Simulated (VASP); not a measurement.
Write the native input for VASP 6.6.1 that does the following.

```yaml
Task: single point
Functional: LDA
Potentials_or_basis: VASP PAW LDA potentials, release 64 (Ta_pv, N)
Cutoff: 520 eV
k_mesh: 18 × 18 × 18
Occupations: gaussian, width 0.15 eV
Spin: no spin polarisation
Dipole_correction: no
Further_INCAR_settings: ALGO = Normal; EDIFF = 1e-07; NBANDS = 15
```

The structure of TaN lies in POSCAR:

```
TaN
1.0
    0.0000000000      2.1738356505      2.1738356505
    2.1738356505      0.0000000000      2.1738356505
    2.1738356505      2.1738356505      0.0000000000
Ta N
1 1
Direct
    0.5000000000      0.5065165242      0.5000000000
    0.0000000000     -0.0841829970      0.0000000000
```

This cell differs from its parent crystal: mode 4 frozen in at -0.183 Å and mode 6 at -0.183 Å (largest displacements).

These files were run (other wordings do the same):

INCAR

```
SYSTEM = TaN
  PREC = Accurate
  ENCUT = 520
  EDIFF = 1E-7
  ISMEAR = 0
  SIGMA = 0.15
  LREAL = .False.
  LASPH = .True.
  NELM = 80
  ALGO = Normal
  ISIF = 2
  LWAVE = .False.
  LCHARG = .False.
  GGA = CA
  NBANDS = 15
```

KPOINTS

```
Automatic mesh
0
Gamma
  18 18 18
  0 0 0
```

Potentials or basis: VASP PAW LDA potentials, release 64 (Ta_pv, N).

The run is started by

```sh
$ cat potpaw_LDA.64/Ta_pv/POTCAR potpaw_LDA.64/N/POTCAR > POTCAR
$ mpirun -np 1 vasp_std > vasp.out
```

It gave:

```yaml
Pressure: 16.6 GPa
Largest_force: 3.188 eV/Å
Band_gap_on_the_k_mesh: zero (band 8 reaches 11.37 eV, above the bottom of band 9 at 8.26 eV)
```

Caveat: the cell differs from its parent crystal (mode 4 frozen in at -0.183 Å and mode 6 at -0.183 Å (largest displacements)); spin-orbit coupling is left out, which moves the levels of the heavy elements; forces of over 1 eV/Å act on the atoms, so gaps and moduli don't describe the material at rest.

Wall time 2 min on 1 thread of AMD EPYC 9R45 96-Core Processor (Zen 5), with other jobs on the host, peak memory 0.33 GiB.
